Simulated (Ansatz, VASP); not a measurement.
# SrGe2Mo2: VASP beside Ansatz

```
Sr Ge Mo
1.0
     4.66076    0.00000    0.00000
     0.00000    4.66076    0.00000
     0.00000    0.00000    4.96668
Sr Ge Mo
1 2 2
Direct
  0.00000 0.00000 0.00000
  0.00000 0.50000 0.50000
  0.50000 0.00000 0.50000
  0.50000 0.50000 0.21677
  0.50000 0.50000 0.78323
```

Change from the starting cell: species swapped into the CeMg2Si2 type (P4/mmm, No. 123).

Alike in both runs: functional PBE; k mesh 4 × 4 × 4; occupations gaussian, width 0.1 eV; no spin polarisation.

Ansatz relaxed the structure, and its values are those at the end. VASP's run is a single point on that final structure, the one shown.

|  | VASP | Ansatz |
| --- | --- | --- |
| version | VASP 6.6.1 | Ansatz 0.2.0 |
| potentials or method | VASP PAW PBE potentials, release 64 (Sr_sv, Ge_d, Mo_sv), cutoff 520 eV | scalar-relativistic, plane waves, PAW |
| valence electrons in the cell | 66 | 66 |

|  | VASP | Ansatz | Ansatz less VASP |
| --- | --- | --- | --- |
| gap on the k mesh at the Fermi level (eV) | none | none | - |
| pressure (GPa) | 0.5 | 0.0 | -0.49 |
| rms of the force components (eV/Å) | 0.109 | 0.008 | -0.1009 |

A gap of «none» marks a metal or a gap that the smearing closes. The functional is the same, so the differences come from potentials, cutoffs and numerics.
